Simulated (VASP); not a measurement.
Input of a VASP 6.6.1 run:

The input POSCAR:

```
Rb2ClF
1.0
    2.1475516908      1.2398895468      7.1333825937
   -2.1475516908      1.2398895468      7.1333825937
    0.0000000000     -2.4797790935      7.1333825937
F Cl Rb
1 1 2
Direct
    1.0000000000      0.0000000000      0.0000000000
    0.5000000000      0.5000000000      0.5000000000
    0.2633912844      0.2633912844      0.2633912844
    0.7366087156      0.7366087156      0.7366087156
```

INCAR.step1

```
SYSTEM = Rb2ClF
ALGO = Normal
EDIFF = 1E-4
ENCUT = 520
GGA = PE
ISMEAR = -1
LASPH = .True.
LCHARG = .False.
LREAL = .False.
LWAVE = .True.
NBANDS = 24
NELM = 100
PREC = Accurate
SIGMA = 0.02
```

INCAR.step2

```
SYSTEM = Rb2ClF
ALGO = Normal
EDIFF = 1E-6
ENCUT = 520
ISIF = 2
ISMEAR = -1
ISTART = 1
LASPH = .True.
LCHARG = .True.
LELF = .True.
LMIXTAU = .True.
LREAL = .False.
LVHAR = .True.
LWAVE = .False.
METAGGA = R2SCAN
NBANDS = 24
NELM = 100
PREC = Accurate
SIGMA = 0.02
```

KPOINTS

```
k-points
0
Gamma
  6 6 6
  0 0 0
```

Potentials or basis: VASP PAW PBE potentials, release 64 (F, Cl, Rb_sv).

Launch:

```sh
$ cat potpaw_PBE.64/F/POTCAR potpaw_PBE.64/Cl/POTCAR potpaw_PBE.64/Rb_sv/POTCAR > POTCAR
$ cp INCAR.step1 INCAR
$ mpirun -np 1 vasp_std > vasp.out
$ cp INCAR.step2 INCAR
$ mpirun -np 1 vasp_std > vasp.out
```

(1) Estimate the pressure.

(2) Estimate the largest force.

(3) Predict the band gap on the k mesh.

## Answers

(1) 0.0 GPa.

(2) 0.005 eV/Å.

(3) 5.49 eV.

Caveat: the PAW data sets were made with another functional, which shifts forces and pressure a little.
